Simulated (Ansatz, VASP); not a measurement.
## BaTiO3: VASP beside Ansatz

```
CELL_PARAMETERS angstrom
4.00600 0.00000 0.00000
0.00000 4.00600 0.00000
0.00000 0.00000 3.92588
ATOMIC_POSITIONS crystal
Ba 0.50000 0.50000 0.50000
Ti 0.00000 0.00000 0.00000
O 0.50000 0.00000 0.00000
O 0.00000 0.50000 0.00000
O 0.00000 0.00000 0.50000
```

Change from the starting cell: z stretched by -2 %, ions relaxed.

Alike in both runs: functional PBE; k mesh 8 × 8 × 8; occupations fermi-dirac, width 0.02 eV; no spin polarisation.

Ansatz relaxed the structure, and its values are those at the end. VASP's run is a single point on that final structure, the one shown.

|  | VASP | Ansatz |
| --- | --- | --- |
| version | VASP 6.6.1 | Ansatz 0.2.0 |
| potentials or method | VASP PAW PBE potentials, release 64 (Ba_sv, Ti_sv, O_h) | plane-wave PAW, scalar-relativistic |
| plane-wave cutoff (eV) | 910 | 420 |
| valence electrons in the cell | 40 | 40 |

Ansatz gave:

* gap on the k mesh at the Fermi level (eV): 1.80

Problem. Which values does VASP return?

Solution. gap on the k mesh at the Fermi level (eV): 1.74.

Ansatz's warnings: stress scf threshold loose.

Neither program's run includes spin-orbit coupling. Noted on VASP's run: the cutoff is short for stress, so the pressure is rough.
